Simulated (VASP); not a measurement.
# Mg2O (P4_2/mnm) in VASP: a series of runs

The runs below take Mg2O through single point, with PBE.

All numbers are computed with VASP 6.6.1; they aren't measurements. Logs are shortened: lines on timing, memory, paths and dates and some standing lists are left out, and cuts for length are marked.

**1. The cell of the first run**

Symmetry: P4_2/mnm, No. 136, tetragonal system. Conventional cell: a = 5.237 Å, b = 5.237 Å, c = 3.112 Å, α = 90.00°, β = 90.00°, γ = 90.00°. Mg (site symmetry m2m) has 3 O at 2.17 to 2.18 Å within 2.9 Å. O (site symmetry mmm) has 6 Mg at 2.17 to 2.18 Å within 2.9 Å.

The cell was generated, and may not be a known phase.

**2. Single point, PBE**

The input, INCAR:

```
ALGO     = Normal         # electronic algorithm
EDIFF    = 1E-6           # SCF threshold, eV
ENCUT    = 600            # plane-wave cutoff, eV
GGA      = PE             # functional
GGA_COMPAT= F            
ISIF     = 2              # what is computed and relaxed
ISMEAR   = 0              # smearing method
LASPH    = T              # aspherical terms in the spheres
LCHARG   = F              # write CHGCAR
LREAL    = F              # projectors in reciprocal space
LWAVE    = F              # write WAVECAR
NBANDS   = 19             # bands
NELM     = 120            # most SCF steps
PREC     = Accurate       # precision mode
SIGMA    = 0.2            # smearing width, eV
```

The input, KPOINTS:

```
k-points
0
Gamma
  3 3 5
```

The input, POSCAR:

```
Mg2O
1.0
    5.2373070811      0.0000000000      0.0000000000
    0.0000000000      5.2373070811      0.0000000000
    0.0000000000      0.0000000000      3.1116136783
Mg O
4 2
Direct
    0.2930887260      0.2930887260      0.0000000000
    0.7069112740      0.7069112740      0.0000000000
    0.7930887260      0.2069112740      0.5000000000
    0.2069112740      0.7930887260      0.5000000000
    0.0000000000      0.0000000000      0.0000000000
    0.5000000000      0.5000000000      0.5000000000
```

Potentials or basis: VASP PAW PBE potentials, release 64 (Mg, O).

Launch:

```
$ cat potpaw_PBE.64/Mg/POTCAR potpaw_PBE.64/O/POTCAR > POTCAR
$ mpirun -np 1 vasp_std > vasp.out
```

OUTCAR:

```text
EDIFF = 1E-6
   ENCUT = 600
   GGA = PE
   ISIF = 2
   ISMEAR = 0
   LASPH = T
   LREAL = F
   NELM = 120
   PREC = Accurate

 ion  position               nearest neighbor table
   1  0.293  0.293  0.000-   5 2.17   6 2.18   6 2.18   2 3.07   4 3.08   3 3.08   4 3.08   3 3.08
                             4 3.08   4 3.08   3 3.08   3 3.08
   2  0.707  0.707  0.000-   5 2.17   6 2.18   6 2.18   1 3.07   4 3.08   3 3.08   4 3.08   3 3.08
                             3 3.08   3 3.08   4 3.08   4 3.08
   3  0.793  0.207  0.500-   6 2.17   5 2.18   5 2.18   4 3.07   1 3.08   1 3.08   2 3.08   2 3.08
                             2 3.08   2 3.08   1 3.08   1 3.08
   4  0.207  0.793  0.500-   6 2.17   5 2.18   5 2.18   3 3.07   1 3.08   1 3.08   2 3.08   2 3.08
                             1 3.08   1 3.08   2 3.08   2 3.08
   5  0.000  0.000  0.000-   1 2.17   2 2.17   3 2.18   4 2.18   3 2.18   4 2.18
   6  0.500  0.500  0.500-   3 2.17   4 2.17   1 2.18   2 2.18   1 2.18   2 2.18

  LATTYP: Found a simple tetragonal cell.
 ALAT       =     5.2373070811
 C/A-ratio  =     0.5941247344

  Lattice vectors:

 A1 = (   5.2373070811,   0.0000000000,   0.0000000000)
 A2 = (   0.0000000000,   5.2373070811,   0.0000000000)
 A3 = (   0.0000000000,   0.0000000000,   3.1116136783)

Analysis of symmetry for initial positions (statically):
=====================================================================
 Subroutine PRICEL returns:
 Original cell was already a primitive cell.

 Routine SETGRP: Setting up the symmetry group for a
 simple tetragonal supercell.

 Subroutine GETGRP returns: Found 16 space group operations
 (whereof  8 operations were pure point group operations)
 out of a pool of 16 trial point group operations.

The static configuration has the point symmetry D_2h.
 The point group associated with its full space group is D_4h.

Analysis of symmetry for dynamics (positions and initial velocities):
=====================================================================
 Subroutine PRICEL returns:
 Original cell was already a primitive cell.

 Routine SETGRP: Setting up the symmetry group for a
 simple tetragonal supercell.

 Subroutine GETGRP returns: Found 16 space group operations
 (whereof  8 operations were pure point group operations)
 out of a pool of 16 trial point group operations.

The dynamic configuration has the point symmetry D_2h.
 The point group associated with its full space group is D_4h.

 Subroutine INISYM returns: Found 16 space group operations
 (whereof  8 operations are pure point group operations),
 and found     1 'primitive' translations

----------------------------------------------------------------------------------------

                                     Primitive cell

  volume of cell :      85.3497

  direct lattice vectors                    reciprocal lattice vectors
     5.237307081  0.000000000  0.000000000     0.190937821  0.000000000  0.000000000
     0.000000000  5.237307081  0.000000000     0.000000000  0.190937821  0.000000000
     0.000000000  0.000000000  3.111613678     0.000000000  0.000000000  0.321376656

  length of vectors
     5.237307081  5.237307081  3.111613678     0.190937821  0.190937821  0.321376656

  position of ions in fractional coordinates (direct lattice)
     0.293088726  0.293088726  0.000000000
     0.706911274  0.706911274  0.000000000
     0.793088726  0.206911274  0.500000000
     0.206911274  0.793088726  0.500000000
     0.000000000  0.000000000  0.000000000
     0.500000000  0.500000000  0.500000000

  ion indices of the primitive-cell ions
   primitive index   ion index
                 1           1
                 2           2
                 3           3
                 4           4
                 5           5
                 6           6

----------------------------------------------------------------------------------------

 KPOINTS: k-points

Automatic generation of k-mesh.
 Grid dimensions read from file:
 generate k-points for:    3    3    5

 Generating k-lattice:

  Cartesian coordinates                     Fractional coordinates (reciprocal lattice)
     0.063645940  0.000000000  0.000000000     0.333333333  0.000000000  0.000000000
     0.000000000  0.063645940  0.000000000     0.000000000  0.333333333  0.000000000
     0.000000000  0.000000000  0.064275331     0.000000000  0.000000000  0.200000000

  Length of vectors
     0.063645940  0.063645940  0.064275331

  Shift w.r.t. Gamma in fractional coordinates (k-lattice)
     0.000000000  0.000000000  0.000000000

 Subroutine IBZKPT returns following result:
 ===========================================

 Found      9 irreducible k-points:

 Following reciprocal coordinates:
            Coordinates               Weight
  0.000000  0.000000  0.000000      1.000000
  0.333333  0.000000  0.000000      4.000000
  0.333333  0.333333  0.000000      4.000000
  0.000000  0.000000  0.200000      2.000000
  0.333333  0.000000  0.200000      8.000000
  0.333333  0.333333  0.200000      8.000000
  0.000000  0.000000  0.400000      2.000000
  0.333333  0.000000  0.400000      8.000000
  0.333333  0.333333  0.400000      8.000000
   k-points           NKPTS =      9   k-points in BZ     NKDIM =      9   number of bands    NBANDS=     19
   number of dos      NEDOS =    301   number of ions     NIONS =      6
   total plane-waves  NPLWV =  49392
   dimension x,y,z NGX =    42 NGY =   42 NGZ =   28
   dimension x,y,z NGXF=    84 NGYF=   84 NGZF=   56
   ions per type =               4   2
   NGX,Y,Z   is equivalent  to a cutoff of  13.33, 13.33, 14.96 a.u.
   NGXF,Y,Z  is equivalent  to a cutoff of  26.66, 26.66, 29.92 a.u.
 SYSTEM =  unknown system
   PREC   = accura    normal or accurate (medium, high low for compatibility)
   ISTART =      0    job   : 0-new  1-cont  2-samecut
   ICHARG =      2    charge: 1-file 2-atom 10-const
   ISPIN  =      1    spin polarized calculation?
   LNONCOLLINEAR =      F non collinear calculations
   LSORBIT =      F    spin-orbit coupling
   LASPH  =      T    aspherical Exc in radial PAW
   ENCUT  =  600.0 eV  44.10 Ry    6.64 a.u.  10.46 10.46  6.21*2*pi/ulx,y,z
   NELM   =    120;   NELMIN=  2; NELMDL= -5     # of ELM steps
   EDIFF  = 0.1E-05   stopping-criterion for ELM
   LREAL  =      F    real-space projection
[... 7 lines left out ...]
   TEBEG  =    0.0;   TEEND  =   0.0 temperature during run
   PSTRESS=    0.0 pullay stress
   NELECT =      20.0000    total number of electrons
   NUPDOWN=      -1.0000    fix difference up-down
   EMIN   =  10.00;   EMAX   =-10.00  energy-range for DOS
   EFERMI =   0.00;   METHOD = LEGACY
   ISMEAR =     0;   SIGMA  =   0.20  broadening in eV -4-tet -1-fermi 0-gaus
   EFERMI_NEDOS =   21; number of points for ismear=-14 and -15
   IALGO  =     38    algorithm
   IMIX   =      4    mixing-type and parameters
     AMIX     =   0.40;   BMIX     =  1.00
     AMIX_MAG =   1.60;   BMIX_MAG =  1.00
  volume/ion in A,a.u.               =      14.22        95.99
  Fermi-wavevector in a.u.,A,eV,Ry     =   1.009294  1.907289 13.859899  1.018674
  Thomas-Fermi vector in A             =   2.142213
   LORBIT       =      0    0 simple, 1 ext, 2 COOP (PROOUT), +10 PAW based schemes
   GGA     = PE    functional components
   LHFCALC =     F    Hartree Fock is set to
   AEXX    =    0.0000 exact exchange contribution
   IVDW    =     0    specifies the selected vdW correction
   LEPSILON=     F    determine dielectric tensor
   LRPA    =     F    only Hartree local field effects (RPA)
 non-spin polarized calculation
 Gauss-broadening in eV      SIGMA  =   0.20
  energy-cutoff  :      600.00
  volume of cell :       85.35
 maximum number of plane-waves:      2868
 NGX is ok and might be reduce to    42
   NGX = 21   NGY = 21   NGZ = 13

 number of electron      19.9999997 magnetization

 Free energy of the ion-electron system (eV)
  ---------------------------------------------------
  ext. energy  EPLUGINS =         0.00000000
  ---------------------------------------------------
  free energy    TOTEN  =       -24.24245931 eV

  energy without entropy =      -24.21572202  energy(sigma->0) =      -24.22909067

 E-fermi :   4.6101     XC(G=0):  -9.6194

 val. band max:        4.5325728614   @ k =   0.3333   0.3333   0.4000
 cond. band min:       4.6524928999   @ k =   0.0000   0.0000   0.4000
 fundamental gap:      0.1199200385
 Fermi energy:         4.6101072067

 k-point     1 :       0.0000    0.0000    0.0000
  band No.  band energies     occupation
      1     -15.2236      2.00000
      2     -14.9873      2.00000
      3      -2.0689      2.00000
      4      -2.0689      2.00000
      5      -0.8516      2.00000
      6      -0.8516      2.00000
[... 11 lines left out ...]
     18      14.0990      0.00000
     19      14.4725      0.00000

 k-point     2 :       0.3333    0.0000    0.0000
  band No.  band energies     occupation
      1     -15.1623      2.00000
      2     -15.0439      2.00000
      3      -2.1954      2.00000
      4      -1.8769      2.00000
      5      -1.7668      2.00000
      6      -1.1841      2.00000
[... 11 lines left out ...]
     18      13.9877      0.00000
     19      14.4019      0.00000

 k-point     3 :       0.3333    0.3333    0.0000
  band No.  band energies     occupation
      1     -15.1289      2.00000
      2     -15.0696      2.00000
      3      -2.6590      2.00000
      4      -2.5208      2.00000
      5      -1.1361      2.00000
      6      -0.7453      2.00000
[... 11 lines left out ...]
     18      13.2467      0.00000
     19      13.7606      0.00000

 k-point     4 :       0.0000    0.0000    0.2000
  band No.  band energies     occupation
      1     -15.0937      2.00000
      2     -14.9016      2.00000
      3      -1.7667      2.00000
      4      -1.7667      2.00000
      5      -1.3020      2.00000
      6      -0.8545      2.00000
[... 77 lines left out ...]
     18      12.9556      0.00000
     19      13.0153      0.00000

 k-point     8 :       0.3333    0.0000    0.4000
  band No.  band energies     occupation
      1     -14.8296      2.00000
      2     -14.7926      2.00000
      3      -2.3401      2.00000
      4      -2.2627      2.00000
      5      -1.0172      2.00000
      6      -0.9977      2.00000
[... 11 lines left out ...]
     18      11.6828      0.00000
     19      12.4752      0.00000

 k-point     9 :       0.3333    0.3333    0.4000
  band No.  band energies     occupation
      1     -14.8181      2.00000
      2     -14.7996      2.00000
      3      -2.2495      2.00000
      4      -2.1640      2.00000
      5      -1.4055      2.00000
      6      -1.1830      2.00000
[... 11 lines left out ...]
     18      11.7046      0.00000
     19      12.5510      0.00000

------------------------ aborting loop because EDIFF is reached ----------------------------------------

  FORCE on cell =-STRESS in cart. coord.  units (eV):
  Direction    XX          YY          ZZ          XY          YZ          ZX
  --------------------------------------------------------------------------------------
  -------------------------------------------------------------------------------------
  Total        0.0828684      0.0828684      0.1345407     -0.0000000      0.0000000      0.0000000
  in kB        1.5555988      1.5555988      2.5255888     -0.0000000      0.0000000      0.0000000
  external PRESSURE =       1.8789288 kB  Pullay stress =       0.0000000 kB

 VOLUME and BASIS-vectors are now :
 -----------------------------------------------------------------------------
  energy-cutoff  :      600.00
  volume of cell :       85.35
      direct lattice vectors                 reciprocal lattice vectors
     5.237307081  0.000000000  0.000000000     0.190937821  0.000000000  0.000000000
     0.000000000  5.237307081  0.000000000     0.000000000  0.190937821  0.000000000
     0.000000000  0.000000000  3.111613678     0.000000000  0.000000000  0.321376656

 POSITION                                       TOTAL-FORCE (eV/Angst)
 -----------------------------------------------------------------------------------
      1.53500      1.53500      0.00000         0.000178      0.000178     -0.000000
      3.70231      3.70231      0.00000        -0.000178     -0.000178      0.000000
      4.15365      1.08366      1.55581         0.000178     -0.000178      0.000000
      1.08366      4.15365      1.55581        -0.000178      0.000178     -0.000000
      0.00000      0.00000      0.00000         0.000000      0.000000     -0.000000
      2.61865      2.61865      1.55581         0.000000      0.000000     -0.000000
 -----------------------------------------------------------------------------------
    total drift:                                0.000000     -0.000000     -0.000000

  FREE ENERGIE OF THE ION-ELECTRON SYSTEM (eV)
  ---------------------------------------------------
  free  energy   TOTEN  =       -24.2424593118 eV

  energy  without entropy=      -24.2157220234  energy(sigma->0) =      -24.22909067
```

It took 58 s on 1 thread of Intel Xeon 8259CL, shared host; peak memory 0.18 GiB.

Results:

* Free energy: -24.2425 eV
* Pressure: 0.2 GPa
* Band gap on the k mesh: zero (bands 10 and 11 overlap by 0.22 eV)

Stress tensor (GPa, compression positive):
```
0.16 0.00 0.00
0.00 0.16 0.00
0.00 0.00 0.25
```

Caveat: the k points lie up to 0.40 Å⁻¹ apart; semilocal functionals underestimate gaps, and a narrow one can read as zero.

**3. Single point, PBE**

This run uses another cell than the first one, of 14.32 Å³/atom.

The input, INCAR:

```
ALGO = Normal
EDIFF = 1E-6
ENCUT = 600
GGA = PE
GGA_COMPAT = False
ISIF = 2
ISMEAR = 0
LASPH = True
LCHARG = False
LREAL = False
LWAVE = False
NBANDS = 19
NELM = 120
PREC = Accurate
SIGMA = 0.2
```

KPOINTS is that of step 2.

The input, POSCAR:

```
Mg2O
1.0
    5.2433203190      0.0000000000      0.0000000000
    0.0000000000      5.2433203190      0.0000000000
    0.0000000000      0.0000000000      3.1246591039
Mg O
4 2
Direct
    0.7923833520      0.2076166480      0.5000000000
    0.2076166480      0.7923833520      0.5000000000
    0.2923833520      0.2923833520      0.0000000000
    0.7076166480      0.7076166480      0.0000000000
    0.5000000000      0.5000000000      0.5000000000
    0.0000000000      0.0000000000      0.0000000000
```

Potentials or basis: VASP PAW PBE potentials, release 64 (Mg, O).

Launch:

```
$ cat potpaw_PBE.64/Mg/POTCAR potpaw_PBE.64/O/POTCAR > POTCAR
$ mpirun -np 1 vasp_std > vasp.out
```

Wall time 66 s (1 thread of Intel Xeon 8259CL, shared host); peak memory 0.18 GiB.

Results (log left out):

- Free energy: -24.2425 eV
- Pressure: -0.3 GPa
- Largest force: 0.023 eV/Å
- Band gap on the k mesh: zero (bands 10 and 11 overlap by 0.22 eV)

Forces on the atoms (eV/Å):
```
Mg   0.016 -0.016  0.000
Mg  -0.016  0.016  0.000
Mg   0.016  0.016  0.000
Mg  -0.016 -0.016  0.000
O    0.000  0.000  0.000
O    0.000  0.000  0.000
```

Stress tensor (GPa, compression positive):
```
-0.27  0.00  0.00
 0.00 -0.27  0.00
 0.00  0.00 -0.46
```

Levels at points of the mesh, in eV from the Fermi level:
```csv
k point,band 6,band 7,band 8,band 9,band 10,band 11,band 12,band 13,band 14,band 15
"(0.00, 0.00, 0.00)",-5.42,-4.78,-4.45,-4.39,-2.22,2.25,2.58,2.58,5.18,5.89
```

Caveat: the k points lie up to 0.40 Å⁻¹ apart; semilocal functionals underestimate gaps, and a narrow one can read as zero.

The gap in the log of VASP goes by the Fermi energy; the results here count the filled bands.